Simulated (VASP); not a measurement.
# Cu4Ni in VASP: notebook

Cu4Ni is run at these levels: PBE; tasks: single point.

Everything below comes from runs of VASP 6.6.1. Logs are shortened: lines on timing, memory, paths and dates and some standing lists are left out, and cuts for length are marked.

## (1) The cell of the first run

It takes space group P6_3/mmc (No. 194, hexagonal). Conventional cell: a = 2.539 Å, b = 2.539 Å, c = 20.970 Å, α = 90.00°, β = 90.00°, γ = 120.00°. Cu (site symmetry 3m) has 12 Cu at 2.54 to 2.58 Å within 3.4 Å. Cu (site symmetry 3m) has 3 Ni at 2.53 Å and 9 Cu at 2.54 to 2.58 Å within 3.3 Å. Within 3.3 Å of Ni (site symmetry -6m2) lie 6 Cu at 2.53 Å and 6 Ni at 2.54 Å.

## (2) Single point, PBE

File INCAR:

```
SYSTEM = Cu4Ni
  PREC = Accurate
  ENCUT = 520
  EDIFF = 1E-6
  ISMEAR = 0
  SIGMA = 0.1
  LREAL = .False.
  LASPH = .True.
  NELM = 80
  ALGO = Normal
  ISIF = 2
  LWAVE = .False.
  LCHARG = .False.
  GGA = PE
  NBANDS = 65
```

File KPOINTS:

```
regular mesh
0
Gamma
  6 6 1
  0 0 0
```

File POSCAR:

```
Cu4Ni
1.0
    2.5387687000      0.0000000000      0.0000000000
   -1.2693843000      2.1986382000      0.0000000000
    0.0000000000      0.0000000000     20.9698358000
Cu Ni
8 2
Direct
    0.3333333000      0.6666667000      0.0505960000
    0.3333333000      0.6666667000      0.4494040000
    0.3333333000      0.6666667000      0.6515990000
    0.3333333000      0.6666667000      0.8484010000
    0.6666667000      0.3333333000      0.1515990000
    0.6666667000      0.3333333000      0.3484010000
    0.6666667000      0.3333333000      0.5505960000
    0.6666667000      0.3333333000      0.9494040000
    0.3333333000      0.6666667000      0.2500000000
    0.6666667000      0.3333333000      0.7500000000
```

Potentials or basis: VASP PAW PBE potentials, release 64 (Cu, Ni).

On the command line:

```
$ cat potpaw_PBE.64/Cu/POTCAR potpaw_PBE.64/Ni/POTCAR > POTCAR
$ mpirun -np 1 vasp_std > vasp.out
```

OUTCAR:

```text
SYSTEM = Cu4Ni
   PREC = Accurate
   ENCUT = 520
   EDIFF = 1E-6
   ISMEAR = 0
   LREAL = .False.
   LASPH = .True.
   NELM = 80
   ISIF = 2
   GGA = PE

 ion  position               nearest neighbor table
   1  0.333  0.667  0.051-   5 2.58   5 2.58   5 2.58   8 2.58   8 2.58   8 2.58
   2  0.333  0.667  0.449-   6 2.58   6 2.58   6 2.58   7 2.58   7 2.58   7 2.58
   3  0.333  0.667  0.652-  10 2.53  10 2.53  10 2.53   7 2.58   7 2.58   7 2.58
   4  0.333  0.667  0.848-  10 2.53  10 2.53  10 2.53   8 2.58   8 2.58   8 2.58
   5  0.667  0.333  0.152-   9 2.53   9 2.53   9 2.53   1 2.58   1 2.58   1 2.58
   6  0.667  0.333  0.348-   9 2.53   9 2.53   9 2.53   2 2.58   2 2.58   2 2.58
   7  0.667  0.333  0.551-   3 2.58   3 2.58   3 2.58   2 2.58   2 2.58   2 2.58
   8  0.667  0.333  0.949-   4 2.58   4 2.58   4 2.58   1 2.58   1 2.58   1 2.58
   9  0.333  0.667  0.250-   5 2.53   6 2.53   5 2.53   6 2.53   5 2.53   6 2.53
  10  0.667  0.333  0.750-   3 2.53   4 2.53   3 2.53   4 2.53   3 2.53   4 2.53

  LATTYP: Found a hexagonal cell.
 ALAT       =     2.5387687000
 C/A-ratio  =     8.2598449398

  Lattice vectors:

 A1 = (   2.5387687000,   0.0000000000,   0.0000000000)
 A2 = (  -1.2693843000,   2.1986382000,   0.0000000000)
 A3 = (   0.0000000000,   0.0000000000,  20.9698358000)

Analysis of symmetry for initial positions (statically):
=====================================================================
 Subroutine PRICEL returns:
 Original cell was already a primitive cell.

 Routine SETGRP: Setting up the symmetry group for a
 hexagonal supercell.

 Subroutine GETGRP returns: Found 24 space group operations
 (whereof 12 operations were pure point group operations)
 out of a pool of 24 trial point group operations.

The static configuration has the point symmetry D_3d.
 The point group associated with its full space group is D_6h.

Analysis of symmetry for dynamics (positions and initial velocities):
=====================================================================
 Subroutine PRICEL returns:
 Original cell was already a primitive cell.

 Routine SETGRP: Setting up the symmetry group for a
 hexagonal supercell.

 Subroutine GETGRP returns: Found 24 space group operations
 (whereof 12 operations were pure point group operations)
 out of a pool of 24 trial point group operations.

The dynamic configuration has the point symmetry D_3d.
 The point group associated with its full space group is D_6h.

 Subroutine INISYM returns: Found 24 space group operations
 (whereof 12 operations are pure point group operations),
 and found     1 'primitive' translations

----------------------------------------------------------------------------------------

                                     Primitive cell

  volume of cell :     117.0501

  direct lattice vectors                    reciprocal lattice vectors
     2.538768700  0.000000000  0.000000000     0.393891732  0.227413487  0.000000000
    -1.269384300  2.198638200  0.000000000     0.000000000  0.454826992  0.000000000
     0.000000000  0.000000000 20.969835800     0.000000000  0.000000000  0.047687546

  length of vectors
     2.538768700  2.538768685 20.969835800     0.454826990  0.454826992  0.047687546

  position of ions in fractional coordinates (direct lattice)
     0.333333300  0.666666700  0.050596000
     0.333333300  0.666666700  0.449404000
     0.333333300  0.666666700  0.651599000
     0.333333300  0.666666700  0.848401000
     0.666666700  0.333333300  0.151599000
     0.666666700  0.333333300  0.348401000
     0.666666700  0.333333300  0.550596000
     0.666666700  0.333333300  0.949404000
     0.333333300  0.666666700  0.250000000
     0.666666700  0.333333300  0.750000000

  ion indices of the primitive-cell ions
   primitive index   ion index
                 1           1
                 2           2
                 3           3
                 4           4
                 5           5
                 6           6
                 7           7
                 8           8
                 9           9
                10          10

----------------------------------------------------------------------------------------

 KPOINTS: regular mesh

Automatic generation of k-mesh.
 Grid dimensions read from file:
 generate k-points for:    6    6    1

 Generating k-lattice:

  Cartesian coordinates                     Fractional coordinates (reciprocal lattice)
     0.065648622  0.037902248  0.000000000     0.166666667  0.000000000  0.000000000
     0.000000000  0.075804499  0.000000000     0.000000000  0.166666667  0.000000000
     0.000000000  0.000000000  0.047687546     0.000000000  0.000000000  1.000000000

  Length of vectors
     0.075804498  0.075804499  0.047687546

  Shift w.r.t. Gamma in fractional coordinates (k-lattice)
     0.000000000  0.000000000  0.000000000

 Subroutine IBZKPT returns following result:
 ===========================================

 Found      7 irreducible k-points:

 Following reciprocal coordinates:
            Coordinates               Weight
  0.000000  0.000000  0.000000      1.000000
  0.166667  0.000000  0.000000      6.000000
  0.333333  0.000000  0.000000      6.000000
  0.500000  0.000000  0.000000      3.000000
  0.166667  0.166667  0.000000      6.000000
  0.333333  0.166667  0.000000     12.000000
  0.333333  0.333333  0.000000      2.000000
   k-points           NKPTS =      7   k-points in BZ     NKDIM =      7   number of bands    NBANDS=     65
   number of dos      NEDOS =    301   number of ions     NIONS =     10
   total plane-waves  NPLWV =  64000
   dimension x,y,z NGX =    20 NGY =   20 NGZ =  160
   dimension x,y,z NGXF=    40 NGYF=   40 NGZF=  320
   ions per type =               8   2
   NGX,Y,Z   is equivalent  to a cutoff of  13.10, 13.10, 12.68 a.u.
   NGXF,Y,Z  is equivalent  to a cutoff of  26.19, 26.19, 25.37 a.u.
 SYSTEM =  Cu4Ni
   PREC   = accura    normal or accurate (medium, high low for compatibility)
   ISTART =      0    job   : 0-new  1-cont  2-samecut
   ICHARG =      2    charge: 1-file 2-atom 10-const
   ISPIN  =      1    spin polarized calculation?
   LNONCOLLINEAR =      F non collinear calculations
   LSORBIT =      F    spin-orbit coupling
   LASPH  =      T    aspherical Exc in radial PAW
   ENCUT  =  520.0 eV  38.22 Ry    6.18 a.u.   4.72  4.72 38.99*2*pi/ulx,y,z
   NELM   =     80;   NELMIN=  2; NELMDL= -5     # of ELM steps
   EDIFF  = 0.1E-05   stopping-criterion for ELM
   LREAL  =      F    real-space projection
   EDIFFG = 0.1E-04   stopping-criterion for IOM
   NSW    =      0    number of steps for IOM
   IBRION =     -1    ionic relax: 0-MD 1-quasi-New 2-CG
   NFREE  =      0    steps in history (QN), initial steepest desc. (CG)
   ISIF   =      2    stress and relaxation
   ISYM   =      2    0-nonsym 1-usesym 2-fastsym
   POTIM  = 0.5000    time-step for ionic-motion
   TEBEG  =    0.0;   TEEND  =   0.0 temperature during run
   PSTRESS=    0.0 pullay stress
   NELECT =     108.0000    total number of electrons
   NUPDOWN=      -1.0000    fix difference up-down
   EMIN   =  10.00;   EMAX   =-10.00  energy-range for DOS
   EFERMI =   0.00;   METHOD = LEGACY
   ISMEAR =     0;   SIGMA  =   0.10  broadening in eV -4-tet -1-fermi 0-gaus
   EFERMI_NEDOS =   21; number of points for ismear=-14 and -15
   IALGO  =     38    algorithm
   IMIX   =      4    mixing-type and parameters
     AMIX     =   0.40;   BMIX     =  1.00
     AMIX_MAG =   1.60;   BMIX_MAG =  1.00
  volume/ion in A,a.u.               =      11.71        78.99
  Fermi-wavevector in a.u.,A,eV,Ry     =   1.593769  3.011787 34.560164  2.540100
  Thomas-Fermi vector in A             =   2.691948
   LORBIT       =      0    0 simple, 1 ext, 2 COOP (PROOUT), +10 PAW based schemes
   GGA     = PE    functional components
   LHFCALC =     F    Hartree Fock is set to
   AEXX    =    0.0000 exact exchange contribution
   IVDW    =     0    specifies the selected vdW correction
   LEPSILON=     F    determine dielectric tensor
   LRPA    =     F    only Hartree local field effects (RPA)
 non-spin polarized calculation
 Gauss-broadening in eV      SIGMA  =   0.10
  energy-cutoff  :      520.00
  volume of cell :      117.05
 maximum number of plane-waves:      3185
 NGX is ok and might be reduce to    20
   NGX =  9   NGY =  9   NGZ = 77

 number of electron     107.9999949 magnetization

 Free energy of the ion-electron system (eV)
  ---------------------------------------------------
  ext. energy  EPLUGINS =         0.00000000
  ---------------------------------------------------
  free energy    TOTEN  =       -40.31246321 eV

  energy without entropy =      -40.24818726  energy(sigma->0) =      -40.28032524

 E-fermi :   7.7750     XC(G=0): -12.7833

 val. band max:        7.7550416901   @ k =   0.3333   0.0000   0.0000
 cond. band min:       7.8105200423   @ k =   0.3333   0.1667   0.0000
 fundamental gap:      0.0554783522
 Fermi energy:         7.7750166339

 k-point     1 :       0.0000    0.0000    0.0000
  band No.  band energies     occupation
      1      -1.4390      2.00000
      2      -1.1878      2.00000
      3      -0.9462      2.00000
      4      -0.1519      2.00000
      5       0.1126      2.00000
      6       1.3369      2.00000
[... 57 lines left out ...]
     64      17.8483      0.00000
     65      18.1720      0.00000

 k-point     2 :       0.1667    0.0000    0.0000
  band No.  band energies     occupation
      1      -0.5430      2.00000
      2      -0.3079      2.00000
      3      -0.0662      2.00000
      4       0.6773      2.00000
      5       0.9333      2.00000
      6       2.0697      2.00000
[... 57 lines left out ...]
     64      18.5811      0.00000
     65      18.8199      0.00000

 k-point     3 :       0.3333    0.0000    0.0000
  band No.  band energies     occupation
      1       1.7436      2.00000
      2       1.8689      2.00000
      3       2.0770      2.00000
      4       2.4451      2.00000
      5       2.6132      2.00000
      6       3.1080      2.00000
[... 57 lines left out ...]
     64      15.5386      0.00000
     65      16.3383      0.00000

 k-point     4 :       0.5000    0.0000    0.0000
  band No.  band energies     occupation
      1       2.9120      2.00000
      2       2.9183      2.00000
      3       2.9466      2.00000
      4       2.9495      2.00000
      5       3.1112      2.00000
      6       3.1673      2.00000
[... 57 lines left out ...]
     64      13.2683      0.00000
     65      14.4915      0.00000

 k-point     5 :       0.1667    0.1667    0.0000
  band No.  band energies     occupation
      1       1.0976      2.00000
      2       1.2811      2.00000
      3       1.5110      2.00000
      4       2.0779      2.00000
      5       2.2852      2.00000
      6       3.1099      2.00000
[... 57 lines left out ...]
     64      18.9875      0.00000
     65      19.1386      0.00000

 k-point     6 :       0.3333    0.1667    0.0000
  band No.  band energies     occupation
      1       3.1045      2.00000
      2       3.1145      2.00000
      3       3.1949      2.00000
      4       3.2412      2.00000
      5       3.3355      2.00000
      6       3.4873      2.00000
[... 57 lines left out ...]
     64      14.4039      0.00000
     65      15.2841      0.00000

 k-point     7 :       0.3333    0.3333    0.0000
  band No.  band energies     occupation
      1       3.7443      2.00000
      2       3.7676      2.00000
      3       3.8454      2.00000
      4       3.8454      2.00000
      5       3.8543      2.00000
      6       3.8543      2.00000
[... 57 lines left out ...]
     64      12.7190      0.00000
     65      13.0174      0.00000

------------------------ aborting loop because EDIFF is reached ----------------------------------------

  FORCE on cell =-STRESS in cart. coord.  units (eV):
  Direction    XX          YY          ZZ          XY          YZ          ZX
  --------------------------------------------------------------------------------------
  -------------------------------------------------------------------------------------
  Total        0.4156115      0.4156115      1.3439277      0.0000000     -0.0000000      0.0000000
  in kB        5.6888724      5.6888725     18.3956254      0.0000001     -0.0000000      0.0000000
  external PRESSURE =       9.9244568 kB  Pullay stress =       0.0000000 kB

 VOLUME and BASIS-vectors are now :
 -----------------------------------------------------------------------------
  energy-cutoff  :      520.00
  volume of cell :      117.05
      direct lattice vectors                 reciprocal lattice vectors
     2.538768700  0.000000000  0.000000000     0.393891732  0.227413487  0.000000000
    -1.269384300  2.198638200  0.000000000     0.000000000  0.454826992  0.000000000
     0.000000000  0.000000000 20.969835800     0.000000000  0.000000000  0.047687546

 POSITION                                       TOTAL-FORCE (eV/Angst)
 -----------------------------------------------------------------------------------
     -0.00000      1.46576      1.06099        -0.000000      0.000000     -0.025830
     -0.00000      1.46576      9.42393        -0.000000     -0.000000      0.025830
     -0.00000      1.46576     13.66392         0.000000      0.000000      0.028727
     -0.00000      1.46576     17.79083         0.000000      0.000000     -0.028727
      1.26938      0.73288      3.17901        -0.000000      0.000000      0.028727
      1.26938      0.73288      7.30591        -0.000000      0.000000     -0.028727
      1.26938      0.73288     11.54591         0.000000     -0.000000     -0.025830
      1.26938      0.73288     19.90885         0.000000     -0.000000      0.025830
     -0.00000      1.46576      5.24246        -0.000000     -0.000000     -0.000000
      1.26938      0.73288     15.72738        -0.000000      0.000000     -0.000000
 -----------------------------------------------------------------------------------
    total drift:                               -0.000023      0.000024     -0.000008

  FREE ENERGIE OF THE ION-ELECTRON SYSTEM (eV)
  ---------------------------------------------------
  free  energy   TOTEN  =       -40.3124632141 eV

  energy  without entropy=      -40.2481872600  energy(sigma->0) =      -40.28032524
```

Run time: 81 s. Hardware: 1 thread of Intel Xeon 6975P-C (Granite Rapids), shared host; peak memory 0.24 GiB.

Results:

```
Free energy            : -40.3125 eV
Pressure               : 1.0 GPa
Largest force          : 0.029 eV/Å
Band gap on the k mesh : zero (bands 54 and 55 overlap by 5.04 eV)
```

Forces on the atoms (eV/Å):
```
Cu   0.000  0.000 -0.026
Cu   0.000  0.000  0.026
Cu   0.000  0.000  0.029
Cu   0.000  0.000 -0.029
Cu   0.000  0.000  0.029
Cu   0.000  0.000 -0.029
Cu   0.000  0.000 -0.026
Cu   0.000  0.000  0.026
Ni   0.000  0.000  0.000
Ni   0.000  0.000  0.000
```

Stress tensor (GPa, compression positive):
```
0.57 0.00 0.00
0.00 0.57 0.00
0.00 0.00 1.84
```

Caveat: the k points lie up to 0.48 Å⁻¹ apart, too coarse for converged energies and pressures of a metal. Spin polarisation is off, so any magnetic state and its effect on volume and gap are missing.

## (3) Single point, PBE

File INCAR:

```
PREC = Accurate
ENCUT = 520
EDIFF = 1E-7
ISMEAR = 0
SIGMA = 0.2
LREAL = False
LASPH = True
NELM = 80
ALGO = Fast
ISIF = 2
LWAVE = False
LCHARG = False
GGA = PE
NBANDS = 65
```

File KPOINTS:

```
regular mesh
0
Gamma
  12 12 1
```

File POSCAR:

```
Cu4Ni
1.0
    2.5387687066     -0.0000000289      0.0000000000
   -1.2693843283      2.1986382087      0.0000000000
    0.0000000000      0.0000000000     20.9698358000
Cu Ni
8 2
Direct
    0.3333333333      0.6666666667      0.0505960000
    0.3333333333      0.6666666667      0.4494040000
    0.3333333333      0.6666666667      0.6515990000
    0.3333333333      0.6666666667      0.8484010000
    0.6666666667      0.3333333333      0.1515990000
    0.6666666667      0.3333333333      0.3484010000
    0.6666666667      0.3333333333      0.5505960000
    0.6666666667      0.3333333333      0.9494040000
    0.3333333333      0.6666666667      0.2500000000
    0.6666666667      0.3333333333      0.7500000000
```

Potentials or basis: VASP PAW PBE potentials, release 64 (Cu, Ni).

On the command line:

```
$ cat potpaw_PBE.64/Cu/POTCAR potpaw_PBE.64/Ni/POTCAR > POTCAR
$ mpirun -np 1 vasp_std > vasp.out
```

It took 4 min on 1 thread of Intel Xeon 6975P-C (Granite Rapids), shared host; peak memory 0.3 GiB.

Results (log left out):

```yaml
Free_energy: -40.6548 eV
Pressure: 0.6 GPa
Largest_force: 0.015 eV/Å
Band_gap_on_the_k_mesh: zero (bands 54 and 55 overlap by 5.04 eV)
```

Forces in eV/Å, atoms in the order of the input:
```
Cu   0.000  0.000 -0.005
Cu   0.000  0.000  0.005
Cu   0.000  0.000  0.015
Cu   0.000  0.000 -0.015
Cu   0.000  0.000  0.015
Cu   0.000  0.000 -0.015
Cu   0.000  0.000 -0.005
Cu   0.000  0.000  0.005
Ni   0.000  0.000  0.000
Ni   0.000  0.000  0.000
```

Stress tensor (GPa, compression positive):
```
0.58 0.00 0.00
0.00 0.58 0.00
0.00 0.00 0.71
```

Levels at points of the mesh, in eV from the Fermi level:
```tsv
k point	band 53	band 54	band 55	band 56	band 57	band 58
(0.00, 0.00, 0.00)	-1.31	-1.31	-1.31	-0.85	-0.37	-0.37
(0.50, 0.00, 0.00)	0.28	0.54	0.61	1.13	1.25	1.56
```

Spin polarisation is off, so any magnetic state and its effect on volume and gap are missing.

[end of part 1 of 3]
